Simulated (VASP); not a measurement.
# MgO (Periclase) (Fm-3m) in VASP: a series of runs

MgO (Periclase) is run at these levels: PBE; tasks: G0W0 quasiparticle levels.

Everything below comes from runs of VASP 6.6.1. Logs are shortened: lines on timing, memory, paths and dates and some standing lists are left out, and cuts for length are marked.

## 1. The cell of the first run

It takes space group Fm-3m (No. 225, cubic). Conventional cell: a = 4.204 Å, b = 4.204 Å, c = 4.204 Å, α = 90.00°, β = 90.00°, γ = 90.00°. Mg (site symmetry m-3m) has 6 O at 2.10 Å within 2.8 Å. Within 2.8 Å of O (site symmetry m-3m) lie 6 Mg at 2.10 Å.

## 2. G0W0 quasiparticle levels, PBE

The input, POSCAR:

```
MgO
1.0
    0.0000000000      2.1021680256      2.1021680256
    2.1021680256      0.0000000000      2.1021680256
    2.1021680256      2.1021680256      0.0000000000
Mg O
1 1
Direct
    0.0000000000      0.0000000000      0.0000000000
    0.5000000000      0.5000000000      0.5000000000
```

The input, INCAR.step1:

```
SYSTEM = MgO
ALGO     = Normal         ! electronic algorithm
EDIFF    = 1E-8           ! SCF threshold, eV
ENCUT    = 500            ! plane-wave cutoff, eV
GGA      = PE             ! functional
ISMEAR   = 0              ! smearing method
LASPH    = .TRUE.         ! aspherical terms in the spheres
LCHARG   = .FALSE.        ! write CHGCAR
LREAL    = .FALSE.        ! projectors in reciprocal space
LWAVE    = .TRUE.         ! write WAVECAR
NELM     = 80             ! most SCF steps
PREC     = Accurate       ! precision mode
SIGMA    = 0.01           ! smearing width, eV
```

The input, INCAR.step2:

```
SYSTEM = MgO
ALGO     = Exact          ! electronic algorithm
EDIFF    = 1E-8           ! SCF threshold, eV
ENCUT    = 500            ! plane-wave cutoff, eV
GGA      = PE             ! functional
ISMEAR   = 0              ! smearing method
ISTART   = 1            
LASPH    = .TRUE.         ! aspherical terms in the spheres
LCHARG   = .FALSE.        ! write CHGCAR
LOPTICS  = .TRUE.         ! frequency-dependent dielectric function
LREAL    = .FALSE.        ! projectors in reciprocal space
LWAVE    = .TRUE.         ! write WAVECAR
NBANDS   = 44             ! bands
NELM     = 1              ! most SCF steps
PREC     = Accurate       ! precision mode
SIGMA    = 0.01           ! smearing width, eV
```

The input, INCAR.step3:

```
SYSTEM = MgO
ALGO     = EVGW0          ! electronic algorithm
EDIFF    = 1E-8           ! SCF threshold, eV
ENCUT    = 500            ! plane-wave cutoff, eV
ENCUTGW  = 60.0           ! cutoff of the response function
GGA      = PE             ! functional
ISMEAR   = 0              ! smearing method
ISTART   = 1            
LASPH    = .TRUE.         ! aspherical terms in the spheres
LCHARG   = .FALSE.        ! write CHGCAR
LREAL    = .FALSE.        ! projectors in reciprocal space
LWAVE    = .FALSE.        ! write WAVECAR
NBANDS   = 44             ! bands
NBANDSGW = 12           
NELMGW   = 1            
NOMEGA   = 48             ! frequency points
PREC     = Accurate       ! precision mode
PRECFOCK = Fast         
SIGMA    = 0.01           ! smearing width, eV
```

The input, KPOINTS:

```
k-points
0
G
  4 4 4
  0 0 0
```

Potentials or basis: VASP PAW PBE potentials, release 64 (Mg_GW, O_GW).

Run with:

```console
$ cat potpaw_PBE.64/Mg_GW/POTCAR potpaw_PBE.64/O_GW/POTCAR > POTCAR
$ cp INCAR.step1 INCAR
$ mpirun -np 1 vasp_std > vasp.out
$ cp INCAR.step2 INCAR
$ mpirun -np 1 vasp_std > vasp.out
$ cp INCAR.step3 INCAR
$ mpirun -np 1 vasp_std > vasp.out
```

OUTCAR:

```text
SYSTEM = MgO
   EDIFF = 1E-8
   ENCUT = 500
   ENCUTGW = 60.0
   GGA = PE
   ISMEAR = 0
   ISTART = 1
   LASPH = .TRUE.
   LREAL = .FALSE.
   NELMGW = 1
   PREC = Accurate
   PRECFOCK = Fast

 ion  position               nearest neighbor table
   1  0.000  0.000  0.000-   2 2.10   2 2.10   2 2.10   2 2.10   2 2.10   2 2.10
   2  0.500  0.500  0.500-   1 2.10   1 2.10   1 2.10   1 2.10   1 2.10   1 2.10

  LATTYP: Found a face centered cubic cell.
 ALAT       =     4.2043360512

  Lattice vectors:

 A1 = (   0.0000000000,   2.1021680256,   2.1021680256)
 A2 = (   2.1021680256,   0.0000000000,   2.1021680256)
 A3 = (   2.1021680256,   2.1021680256,   0.0000000000)

Analysis of symmetry for initial positions (statically):
=====================================================================
 Subroutine PRICEL returns:
 Original cell was already a primitive cell.

 Routine SETGRP: Setting up the symmetry group for a
 face centered cubic supercell.

 Subroutine GETGRP returns: Found 48 space group operations
 (whereof 48 operations were pure point group operations)
 out of a pool of 48 trial point group operations.

The static configuration has the point symmetry O_h .

Analysis of symmetry for dynamics (positions and initial velocities):
=====================================================================
 Subroutine PRICEL returns:
 Original cell was already a primitive cell.

 Routine SETGRP: Setting up the symmetry group for a
 face centered cubic supercell.

 Subroutine GETGRP returns: Found 48 space group operations
 (whereof 48 operations were pure point group operations)
 out of a pool of 48 trial point group operations.

The dynamic configuration has the point symmetry O_h .

 Subroutine INISYM returns: Found 48 space group operations
 (whereof 48 operations are pure point group operations),
 and found     1 'primitive' translations

----------------------------------------------------------------------------------------

                                     Primitive cell

  volume of cell :      18.5794

  direct lattice vectors                    reciprocal lattice vectors
     0.000000000  2.102168026  2.102168026    -0.237849684  0.237849684  0.237849684
     2.102168026  0.000000000  2.102168026     0.237849684 -0.237849684  0.237849684
     2.102168026  2.102168026  0.000000000     0.237849684  0.237849684 -0.237849684

  length of vectors
     2.972914532  2.972914532  2.972914532     0.411967737  0.411967737  0.411967737

  position of ions in fractional coordinates (direct lattice)
     0.000000000  0.000000000  0.000000000
     0.500000000  0.500000000  0.500000000

  ion indices of the primitive-cell ions
   primitive index   ion index
                 1           1
                 2           2

----------------------------------------------------------------------------------------

 KPOINTS: k-points

Automatic generation of k-mesh.
 Grid dimensions read from file:
 generate k-points for:    4    4    4

 Generating k-lattice:

  Cartesian coordinates                     Fractional coordinates (reciprocal lattice)
    -0.059462421  0.059462421  0.059462421     0.250000000  0.000000000  0.000000000
     0.059462421 -0.059462421  0.059462421     0.000000000  0.250000000  0.000000000
     0.059462421  0.059462421 -0.059462421     0.000000000  0.000000000  0.250000000

  Length of vectors
     0.102991934  0.102991934  0.102991934

  Shift w.r.t. Gamma in fractional coordinates (k-lattice)
     0.000000000  0.000000000  0.000000000

 Subroutine IBZKPT returns following result:
 ===========================================

 Found      8 irreducible k-points:

 Following reciprocal coordinates:
            Coordinates               Weight
  0.000000  0.000000  0.000000      1.000000
  0.250000  0.000000  0.000000      8.000000
  0.500000  0.000000  0.000000      4.000000
  0.250000  0.250000  0.000000      6.000000
  0.500000  0.250000  0.000000     24.000000
 -0.250000  0.250000  0.000000     12.000000
  0.500000  0.500000  0.000000      3.000000
 -0.250000  0.500000  0.250000      6.000000
   k-points           NKPTS =      8   k-points in BZ     NKDIM =     64   number of bands    NBANDS=     44
   number of dos      NEDOS =    301   number of ions     NIONS =      2
   total plane-waves  NPLWV =  13824
   dimension x,y,z NGX =    24 NGY =   24 NGZ =   24
   dimension x,y,z NGXF=    48 NGYF=   48 NGZF=   48
   ions per type =               1   1
   NGX,Y,Z   is equivalent  to a cutoff of  13.42, 13.42, 13.42 a.u.
   NGXF,Y,Z  is equivalent  to a cutoff of  26.84, 26.84, 26.84 a.u.
 SYSTEM =  MgO
   PREC   = accura    normal or accurate (medium, high low for compatibility)
   ISTART =      1    job   : 0-new  1-cont  2-samecut
   ICHARG =      0    charge: 1-file 2-atom 10-const
   ISPIN  =      1    spin polarized calculation?
   LNONCOLLINEAR =      F non collinear calculations
   LSORBIT =      F    spin-orbit coupling
   LASPH  =      T    aspherical Exc in radial PAW
   ENCUT  =  500.0 eV  36.75 Ry    6.06 a.u.   5.42  5.42  5.42*2*pi/ulx,y,z
   NELM   =     60;   NELMIN=  2; NELMDL=  0     # of ELM steps
   EDIFF  = 0.1E-07   stopping-criterion for ELM
   LREAL  =      F    real-space projection
   EDIFFG = 0.1E-06   stopping-criterion for IOM
   NSW    =      0    number of steps for IOM
   IBRION =     -1    ionic relax: 0-MD 1-quasi-New 2-CG
   NFREE  =      0    steps in history (QN), initial steepest desc. (CG)
   ISIF   =      0    stress and relaxation
   ISYM   =      3    0-nonsym 1-usesym 2-fastsym
   POTIM  = 0.5000    time-step for ionic-motion
   TEBEG  =    0.0;   TEEND  =   0.0 temperature during run
   PSTRESS=    0.0 pullay stress
   NELECT =       8.0000    total number of electrons
   NUPDOWN=      -1.0000    fix difference up-down
   EMIN   =  10.00;   EMAX   =-10.00  energy-range for DOS
   EFERMI =   0.00;   METHOD = LEGACY
   ISMEAR =     0;   SIGMA  =   0.01  broadening in eV -4-tet -1-fermi 0-gaus
   EFERMI_NEDOS =   21; number of points for ismear=-14 and -15
   IALGO  =     38    algorithm
   IMIX   =      4    mixing-type and parameters
     AMIX     =   0.40;   BMIX     =  1.00
     AMIX_MAG =   1.60;   BMIX_MAG =  1.00
  volume/ion in A,a.u.               =       9.29        62.69
  Fermi-wavevector in a.u.,A,eV,Ry     =   1.236215  2.336108 20.792804  1.528228
  Thomas-Fermi vector in A             =   2.370833
   LORBIT       =      0    0 simple, 1 ext, 2 COOP (PROOUT), +10 PAW based schemes
   GGA     = PE    functional components
   LHFCALC =     T    Hartree Fock is set to
   PRECFOCK=fast      Normal, Fast or Accurate (Low or Medium for compatibility)
   ENCUT4O =  -1.0   cutoff for four orbital integrals eV
   NKREDX  =     1    reduce k-point grid by
   NKREDY  =     1    reduce k-point grid by
   NKREDZ  =     1    reduce k-point grid by
   AEXX    =    1.0000 exact exchange contribution
   HFSCREEN=    0.0000 screening length (either q_TF or 0.3 A-1)
   HFSCREENC=   0.0000 screening length for correlation (either q_TF or 0.3 A-1)
   ENCUTFOCK=  -1.0 apply spherical cutoff to Coloumb kernel
   IVDW    =     0    specifies the selected vdW correction
   LEPSILON=     F    determine dielectric tensor
   LRPA    =     F    only Hartree local field effects (RPA)
   LRPAFORCE           =     F    calculate RPA forces
   ENCUTGW             =  60.0    cutoff for response function in eV
   ENCUTGWSOFT         =  48.0    soft cutoff for Coulomb kernel in GW response function in eV
   ENCUTLF             =  -1.0    cutoff for local field effects
   NELMGW              =     1    number of iterations in solving QP/BSE equation
   NELMHF              =     1    number of iterations in the inner HF iteration
   NKREDLFX            =     1    NKREDLFY  =   1   NKREDLFZ  =   1
 non-spin polarized calculation
 Gauss-broadening in eV      SIGMA  =   0.01
  energy-cutoff  :      500.00
  volume of cell :       18.58
 maximum number of plane-waves:       483
 NGX is ok and might be reduce to    24
  NGX = 12; NGY = 12; NGZ = 12
   NGX = 11   NGY = 11   NGZ = 11
 maximum number of plane-waves:        22
 NGX is ok and might be reduce to    10

 QP shifts <psi_nk| G(iteration)W_0 |psi_nk>: iteration 1
 for sc-GW calculations column KS-energies equals QP-energies in previous step
 and V_xc(KS)=  KS-energies - (<T + V_ion + V_H > + <T+V_H+V_ion>^1  + <V_x>^1)

 k-point   1 :       0.0000    0.0000    0.0000
  band No.  KS-energies  QP-energies   sigma(KS)   V_xc(KS)     V^pw_x(r,r')   Z            occupation Imag(sigma)

      1     -14.0605     -16.5577     -21.5309     -18.1170     -29.9024       0.7315       2.0000       1.2091
      2       3.2384       2.2051     -21.0455     -19.7374     -25.3280       0.7899       2.0000       0.1139
      3       3.2384       2.2051     -21.0455     -19.7374     -25.3280       0.7899       2.0000       0.1139
      4       3.2384       2.2051     -21.0455     -19.7374     -25.3280       0.7899       2.0000       0.1139
      5       8.0105       9.1293     -10.8717     -12.2112      -7.2876       0.8353       0.0000      -0.0776
      6      19.0644      20.3772      -7.4692      -9.0615      -3.0699       0.8245       0.0000      -0.1305
      7      19.0644      20.3772      -7.4692      -9.0615      -3.0699       0.8245       0.0000      -0.1305
      8      19.0644      20.3772      -7.4692      -9.0615      -3.0699       0.8245       0.0000      -0.1305
      9      22.9983      23.4874      -7.2948      -7.9273      -1.6746       0.7732       0.0000      -0.5072
     10      24.7766      26.4172      -7.8702      -9.8772      -3.2530       0.8174       0.0000      -0.2021
     11      24.7766      26.4172      -7.8702      -9.8772      -3.2530       0.8174       0.0000      -0.2021
     12      27.3739      28.9846      -7.4652      -9.4935      -1.8714       0.7941       0.0000      -0.5221

 k-point   2 :       0.2500    0.0000    0.0000
  band No.  KS-energies  QP-energies   sigma(KS)   V_xc(KS)     V^pw_x(r,r')   Z            occupation Imag(sigma)
[... 97 lines left out ...]
      1     -12.4467     -14.9071     -23.1361     -19.8657     -31.3951       0.7523       2.0000       1.0081
      2       0.2614      -1.3082     -18.1786     -16.1539     -22.4652       0.7752       2.0000       0.1465
      3       0.2614      -1.3082     -18.1786     -16.1539     -22.4652       0.7752       2.0000       0.1465
      4       1.4557       0.0986     -19.2676     -17.5357     -23.5401       0.7836       2.0000       0.1317
      5      14.9214      16.5786     -10.7676     -12.8200      -6.6744       0.8074       0.0000      -0.1148
      6      14.9214      16.5786     -10.7676     -12.8200      -6.6744       0.8074       0.0000      -0.1148
      7      15.4549      17.2349      -9.2941     -11.4531      -5.2480       0.8245       0.0000      -0.1021
      8      18.7732      20.2448      -8.5526     -10.3835      -3.7594       0.8037       0.0000      -0.1775
      9      25.2039      26.7022      -8.4164     -10.3093      -3.0160       0.7916       0.0000      -0.4435
     10      25.2039      26.7022      -8.4164     -10.3093      -3.0160       0.7916       0.0000      -0.4435
     11      29.6143      31.6580      -8.5966     -11.0127      -3.5083       0.8459       0.0000      -0.6308
     12      32.2563      34.5346      -9.5299     -12.2262      -3.8505       0.8450       0.0000      -0.9832
```

It took 14 s on 1 thread of Intel Xeon Platinum 8375C at 2.90GHz (Ice Lake), shared host; peak memory 0.16 GiB.

Results:

| Item | Value |
| --- | --- |
| Band gap on the k mesh, mean-field level | 4.77 eV, direct |
| Quasiparticle gap | 6.92 eV |
| Least direct quasiparticle gap | 6.92 eV |

Caveat: the k points lie up to 0.65 Å⁻¹ apart; bands, screening cutoff and mesh are small and nothing is extrapolated, so the quasiparticle values aren't converged.

[end of part 1 of 2]
